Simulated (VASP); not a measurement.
# Ga2P3 (Pm-3m) in VASP: further runs, part 2 of 2

VASP 6.6.1. Earlier steps stand in the parts before.

**3. Single point, PBE**

This run uses another cell than the first one, of 21.49 Å³/atom.

Input file INCAR:

```
PREC = Accurate
ENCUT = 520
EDIFF = 1E-6
ISMEAR = 0
SIGMA = 0.1
LREAL = F
LASPH = T
NELM = 60
ALGO = Normal
ISIF = 2
LWAVE = F
LCHARG = T
GGA = PE
LELF = T
LVHAR = T
NBANDS = 28
```

Input file KPOINTS:

```
regular mesh
0
Gamma
  8 8 8
```

Input file POSCAR:

```
Ga2P3
1.0
    4.7538217838      0.0000000000      0.0000000000
    0.0000000000      4.7538217838      0.0000000000
    0.0000000000      0.0000000000      4.7538217838
Ga P
2 3
Direct
    0.0000000000      0.0000000000      0.0000000000
    0.5000000000      0.5000000000      0.5000000000
    0.0000000000      0.5000000000      0.5000000000
    0.5000000000      0.0000000000      0.5000000000
    0.5000000000      0.5000000000      0.0000000000
```

Potentials or basis: VASP PAW PBE potentials, release 64 (Ga_d, P).

Run with:

```console
> cat potpaw_PBE.64/Ga_d/POTCAR potpaw_PBE.64/P/POTCAR > POTCAR
> mpirun -np 1 vasp_std > vasp.out
```

It took 27 s on 1 thread of Intel Xeon 6975P-C (Granite Rapids), shared host; peak memory 0.25 GiB.

Results (log left out):

- Free energy: -17.6731 eV
- Pressure: 0.0 GPa
- Band gap on the k mesh: zero (an odd number of electrons rules out a gap without spin polarisation)

Levels at points of the mesh, in eV from the Fermi level:
```csv
k point,band 16,band 17,band 18,band 19,band 20,band 21,band 22,band 23,band 24,band 25
"(0.00, 0.00, 0.00)",-4.82,-4.34,-0.09,0.12,0.12,0.12,0.13,0.13,0.13,5.25
"(0.50, 0.00, 0.00)",-4.29,-3.83,-1.49,-1.49,-0.77,0.42,0.46,0.46,1.91,4.14
"(0.50, 0.50, 0.00)",-3.81,-1.49,-1.49,-0.99,-0.99,-0.73,0.88,1.93,2.20,3.61
"(0.50, 0.50, 0.50)",-3.71,-3.71,-3.71,0.96,0.96,1.98,1.98,1.98,4.37,4.37
```

**4. Relaxation of cell and atoms, PBE**

This run uses another cell than the first one, of 20.78 Å³/atom.

Input file INCAR:

```
SYSTEM = Ga2P3
ALGO = Normal ; EDIFF = 1E-6
EDIFFG = -0.01 ; ENCUT = 600
GGA = PE ; IBRION = 2
ISIF = 3 ; ISMEAR = 0
LASPH = .True. ; LCHARG = .False.
LREAL = .False. ; LWAVE = .False.
NELM = 80 ; NSW = 100
PREC = Accurate ; SIGMA = 0.1
```

Input file KPOINTS:

```
k-points
0
Gamma
  8 8 8
  0 0 0
```

POSCAR: that of step 3 with these lines changed.

```diff
@@ -2,5 +2,5 @@
 1.0
-    4.7538217838      0.0000000000      0.0000000000
-    0.0000000000      4.7538217838      0.0000000000
-    0.0000000000      0.0000000000      4.7538217838
+    4.7014581206      0.0000000000      0.0000000000
+    0.0000000000      4.7014581206      0.0000000000
+    0.0000000000      0.0000000000      4.7014581206
 Ga P
```

Potentials or basis: VASP PAW PBE potentials, release 64 (Ga_d, P).

Run with:

```console
> cat potpaw_PBE.64/Ga_d/POTCAR potpaw_PBE.64/P/POTCAR > POTCAR
> mpirun -np 1 vasp_std > vasp.out
```

OUTCAR:

```text
SYSTEM = Ga2P3
   EDIFF = 1E-6
   EDIFFG = -0.01
   ENCUT = 600
   GGA = PE
   IBRION = 2
   ISIF = 3
   ISMEAR = 0
   LASPH = .True.
   LREAL = .False.
   NELM = 80
   NSW = 100
   PREC = Accurate

 ion  position               nearest neighbor table
   1  0.000  0.000  0.000-
   2  0.500  0.500  0.500-   3 2.35   4 2.35   5 2.35   5 2.35   4 2.35   3 2.35
   3  0.000  0.500  0.500-   2 2.35   2 2.35
   4  0.500  0.000  0.500-   2 2.35   2 2.35
   5  0.500  0.500  0.000-   2 2.35   2 2.35

[... 902 lines left out ...]
  -------------------------------------------------------------------------------------
  Total        0.0219559      0.0219559      0.0219559     -0.0000000      0.0000000     -0.0000000
  in kB        0.3274565      0.3274565      0.3274565     -0.0000000      0.0000000     -0.0000000
  external PRESSURE =       0.3274565 kB  Pullay stress =       0.0000000 kB

 VOLUME and BASIS-vectors are now :
 -----------------------------------------------------------------------------
  energy-cutoff  :      600.00
  volume of cell :      107.43
      direct lattice vectors                 reciprocal lattice vectors
     4.753746843 -0.000000000  0.000000000     0.210360382 -0.000000000  0.000000000
     0.000000000  4.753746843  0.000000000     0.000000000  0.210360382  0.000000000
    -0.000000000 -0.000000000  4.753746843    -0.000000000 -0.000000000  0.210360382

 POSITION                                       TOTAL-FORCE (eV/Angst)
 -----------------------------------------------------------------------------------
      0.00000      0.00000      0.00000        -0.000000     -0.000000      0.000000
      2.37687      2.37687      2.37687         0.000000      0.000000      0.000000
     -0.00000      2.37687      2.37687        -0.000000     -0.000000      0.000000
      2.37687     -0.00000      2.37687        -0.000000     -0.000000      0.000000
      2.37687      2.37687      0.00000        -0.000000     -0.000000      0.000000
 -----------------------------------------------------------------------------------
    total drift:                               -0.000000      0.000000     -0.000000

  FREE ENERGIE OF THE ION-ELECTRON SYSTEM (eV)
  ---------------------------------------------------
  free  energy   TOTEN  =       -17.6723092402 eV

  energy  without entropy=      -17.6466668528  energy(sigma->0) =      -17.65948805

 reached required accuracy - stopping structural energy minimisation
```

Wall time 56 s (1 thread of Intel Xeon 6975P-C (Granite Rapids), shared host); peak memory 0.3 GiB.

Results:

* Free energy: -17.6723 eV
* Relaxed volume: 21.49 Å³/atom
* Relaxed cell: a = 4.754 Å, b = 4.754 Å, c = 4.754 Å, α = 90.00°, β = 90.00°, γ = 90.00°
* Space group after relaxing (to 0.1 Å): Pm-3m (No. 221)
* Energy gained by relaxing: 3.9 meV/atom
* Ionic steps: 2
* Pressure after relaxing: 0.0 GPa
* Band gap on the k mesh: zero (an odd number of electrons rules out a gap without spin polarisation)

The path:
```tsv
step	energy change (eV)	largest force (eV/Å)	pressure (GPa)	volume (Å³)
1	0.0000	0.0000	1.78	103.92
2	-0.0193	0.0000	0.03	107.43
```

Final structure:
```
Ga P
1.0
     4.75375    0.00000    0.00000
     0.00000    4.75375    0.00000
     0.00000    0.00000    4.75375
Ga P
2 3
Direct
  0.00000 0.00000 0.00000
  0.50000 0.50000 0.50000
  0.00000 0.50000 0.50000
  0.50000 0.00000 0.50000
  0.50000 0.50000 0.00000
```

**5. Summary**

| task | cell | k mesh | cutoff (eV) | gap on the mesh (eV) | pressure (GPa) | relaxed volume (Å³/atom) |
| --- | --- | --- | --- | --- | --- | --- |
| relaxation of cell and atoms | relaxed from a = 4.622 Å, 5 atoms | 4 × 4 × 4 | 600 | none | 0.0 | 20.80 |
| single point | a = 4.754 Å, 5 atoms | 8 × 8 × 8 | 520 | none | 0.0 | - |
| relaxation of cell and atoms | relaxed from a = 4.701 Å, 5 atoms | 8 × 8 × 8 | 600 | none | 0.0 | 21.49 |

Alike in all rows: level PBE; potentials or basis VASP PAW PBE potentials, release 64 (Ga_d, P); no spin polarisation; smearing gaussian 0.1 eV.

Absolute energies hang on the potentials; compare differences alone.
